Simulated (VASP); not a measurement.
Here is a VASP 6.6.1 calculation.

INCAR

```
SYSTEM = Zn
ALGO = Normal
EDIFF = 1E-6
ENCUT = 520
GGA = PE
ISIF = 2
ISMEAR = -1
LASPH = .True.
LCHARG = .False.
LREAL = .False.
LWAVE = .False.
NBANDS = 12
NELM = 80
PREC = Accurate
SIGMA = 0.05
```

KPOINTS

```
k-points
0
Gamma
  17 17 17
  0 0 0
```

POSCAR

```
Zn
1.0
    0.0000000000      1.9648782217      1.9648782217
    1.9648782217      0.0000000000      1.9648782217
    1.9648782217      1.9648782217      0.0000000000
Zn
1
Direct
    0.0000000000      0.0000000000      0.0000000000
```

Potentials or basis: VASP PAW PBE potentials, release 64 (Zn).

Command:

```console
$ cat potpaw_PBE.64/Zn/POTCAR > POTCAR
$ mpirun -np 1 vasp_std > vasp.out
```

Question: What does it give for the pressure?

Answer: 0.4 GPa.

Question: Predict the band gap on the k mesh.

Answer: Zero (bands 6 and 7 overlap by 2.60 eV).
